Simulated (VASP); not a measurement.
Crystal: CaO.

```
CELL_PARAMETERS angstrom
0.00000 2.40650 2.40650
2.40650 0.00000 2.40650
2.40650 2.40650 0.00000
ATOMIC_POSITIONS crystal
Ca 0.00000 0.00000 0.00000
O 0.50000 0.50000 0.50000
```

* Program: VASP 6.6.1
* Task: relaxation of volume and atoms at fixed shape
* Functional: PBEsol
* Potentials or basis: VASP PAW PBE potentials, release 64 (Ca_sv, O)
* Cutoff: 600 eV
* k mesh: 6 × 6 × 6
* Occupations: gaussian, width 0.01 eV
* Spin: no spin polarisation

At the start: pressure -2.6 GPa; volume 13.94 Å³/atom.

Problem. Where does the relaxation end?

Solution. Over 3 steps the energy falls by 2.8 meV/atom and the volume is 13.61 Å³/atom (-2.4 %); space group Fm-3m (No. 225, to 0.1 Å) before and after.

Step by step:
| step | energy change (eV) | largest force (eV/Å) | pressure (GPa) | volume (Å³) |
| --- | --- | --- | --- | --- |
| 1 | 0.0000 | 0.0000 | -2.62 | 27.87 |
| 2 | -0.0047 | 0.0000 | 1.08 | 26.96 |
| 3 | -0.0055 | 0.0000 | 0.00 | 27.21 |

Final structure:
```
Ca O
1.0
     0.00000    2.38736    2.38736
     2.38736    0.00000    2.38736
     2.38736    2.38736    0.00000
Ca O
1 1
Direct
  0.00000 0.00000 0.00000
  0.50000 0.50000 0.50000
```

Caveat: the PAW data sets were made with another functional, which shifts forces and pressure a little.
